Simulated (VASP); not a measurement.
Here is a VASP 6.6.1 calculation.

File INCAR:

```
SYSTEM = AlBAs2
PREC = Accurate
ENCUT = 560
EDIFF = 1E-6
ISMEAR = 0
SIGMA = 0.01
LREAL = .FALSE.
LASPH = .TRUE.
NELM = 120
ALGO = Normal
ISIF = 2
LWAVE = .FALSE.
LCHARG = .TRUE.
GGA = PE
LELF = .TRUE.
LVHAR = .TRUE.
NBANDS = 26
GGA_COMPAT = .FALSE.
```

Contents of KPOINTS:

```
Automatic mesh
0
G
  6 6 4
  0 0 0
```

Contents of POSCAR:

```
AlBAs2
1.0
    3.7554012788      0.0000000000      0.0000000000
    0.0000000000      3.7554012788      0.0000000000
    0.0000000000      0.0000000000      5.5585250358
B As Al
1 2 1
Direct
    0.0000000000      0.0000000000      0.0000000000
    0.0000000000      0.5000000000      0.2116576157
    0.5000000000      0.0000000000      0.7883423843
    0.5000000000      0.5000000000      0.5000000000
```

Potentials or basis: VASP PAW PBE potentials, release 64 (B, As_d, Al).

Run with:

```bash
$ cat potpaw_PBE.64/B/POTCAR potpaw_PBE.64/As_d/POTCAR potpaw_PBE.64/Al/POTCAR > POTCAR
$ mpirun -np 1 vasp_std > vasp.out
```

Problem. Estimate the pressure.

Solution. -4.6 GPa.

Problem. Predict the band gap on the k mesh.

Solution. 0.50 eV (least direct gap 0.59 eV).

Problem. What does it give for the largest force?

Solution. 0.081 eV/Å.

Stress tensor (GPa, compression positive):
```
-4.44  0.00  0.00
 0.00 -4.44  0.00
 0.00  0.00 -5.01
```

Caveat: the cell stands under tension; semilocal functionals underestimate gaps, and a narrow one can read as zero. A k mesh can miss the band edges.
